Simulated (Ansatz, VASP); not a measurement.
Nb in VASP and in Ansatz

```
Nb
1.0
     2.63211    0.00000    0.00000
    -1.31606    2.27948    0.00000
     0.00000    0.00000    4.72893
Nb
2
Direct
  0.33333 0.66667 0.25000
  0.66667 0.33333 0.75000
```

Change from the starting cell: volume scaled by 0.76, LAPW.

Alike in both runs: task single point; functional PBE; k mesh 16 × 16 × 9; occupations fermi-dirac, width 0.05 eV; no spin polarisation.

|  | VASP | Ansatz |
| --- | --- | --- |
| version | VASP 6.6.1 | Ansatz 0.2.0 |
| potentials or method | VASP PAW PBE potentials, release 64 (Nb_sv), cutoff 520 eV | all-electron LAPW, scalar-relativistic |

VASP gave:

| Quantity | Value |
| --- | --- |
| pressure (GPa) | 72.4 |
| traceless stress, the component that is largest in VASP (GPa) | -0.18 |

Q: What did Ansatz give for the same quantities?

A: Pressure (GPa): 72.8; traceless stress, the component that is largest in VASP (GPa): -0.02.

Both programs put the cell under a high pressure, so it lies far from rest at this level. Ansatz ran all-electron here, and VASP with PAW potentials.

Noted on VASP's run: the cell as given lies far from equilibrium.
